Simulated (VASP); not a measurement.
Input of a VASP 6.6.1 run:

INCAR

```
SYSTEM = MnS
ALGO = Normal
EDIFF = 1E-7
ENCUT = 520
GGA = PS
ISIF = 2
ISMEAR = -1
ISPIN = 2
LASPH = .TRUE.
LCHARG = .FALSE.
LMAXMIX = 4
LORBIT = 11
LREAL = .FALSE.
LWAVE = .FALSE.
MAGMOM = 4 0
NBANDS = 20
NELM = 150
PREC = Accurate
SIGMA = 0.05
```

Contents of KPOINTS:

```
k-points
0
G
  9 9 9
  0 0 0
```

Contents of POSCAR:

```
MnS
1.0
    0.0000000000      2.4560775161      2.4560775161
    2.4560775161      0.0000000000      2.4560775161
    2.4560775161      2.4560775161      0.0000000000
Mn S
1 1
Direct
    0.0000000000      0.0000000000      0.0000000000
    0.7500000000      0.7500000000      0.7500000000
```

Potentials or basis: VASP PAW PBE potentials, release 64 (Mn_pv, S).

The run is started by

```console
$ cat potpaw_PBE.64/Mn_pv/POTCAR potpaw_PBE.64/S/POTCAR > POTCAR
$ mpirun -np 1 vasp_std > vasp.out
```

Estimate the site moments.

Mn +0.20; S -0.01 μB.

What does it give for the pressure?

0.3 GPa.

Predict the net moment.

0.21 μB per cell.

Caveat: the PAW data sets were made with another functional, which shifts forces and pressure a little.
